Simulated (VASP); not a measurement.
Crystal: TiO2.

```
CELL_PARAMETERS angstrom
6.15358 -1.88347 0.00000
6.15358 1.88347 0.00000
-1.92833 0.00000 6.32897
ATOMIC_POSITIONS crystal
Ti 0.90007 0.90007 0.28960
Ti 0.19529 0.19529 0.28376
Ti 0.09993 0.09993 0.71040
Ti 0.80471 0.80471 0.71624
O 0.36193 0.36193 0.29340
O 0.26349 0.26349 0.65250
O 0.86719 0.86719 0.99529
O 0.73651 0.73651 0.34750
O 0.94165 0.94165 0.63002
O 0.13281 0.13281 0.00471
O 0.63807 0.63807 0.70660
O 0.05835 0.05835 0.36998
```

Base run:

| Quantity | Value |
| --- | --- |
| Program | VASP 6.6.1 |
| Functional | PBE exchange alone |
| Potentials or basis | VASP PAW PBE potentials, release 64 (Ti_sv, O) |
| Cutoff | 520 eV |
| k mesh | 8 × 8 × 4 |
| Occupations | fermi-dirac, width 0.05 eV |
| Spin | no spin polarisation |

Its results: band gap on the k mesh 2.76 eV (least direct gap 2.94 eV); pressure 15.0 GPa; largest force 0.277 eV/Å.

The run is repeated on the same cell with these changes: functional from PBE exchange alone to RPBE. What comes out?

Band gap on the k mesh 2.76 eV (least direct gap 2.93 eV); pressure 3.5 GPa; largest force 0.156 eV/Å.

Caveats: the cell stands under pressure; the PAW data sets were made with another functional, which shifts forces and pressure a little (at least some runs).

A k mesh can miss the band edges.
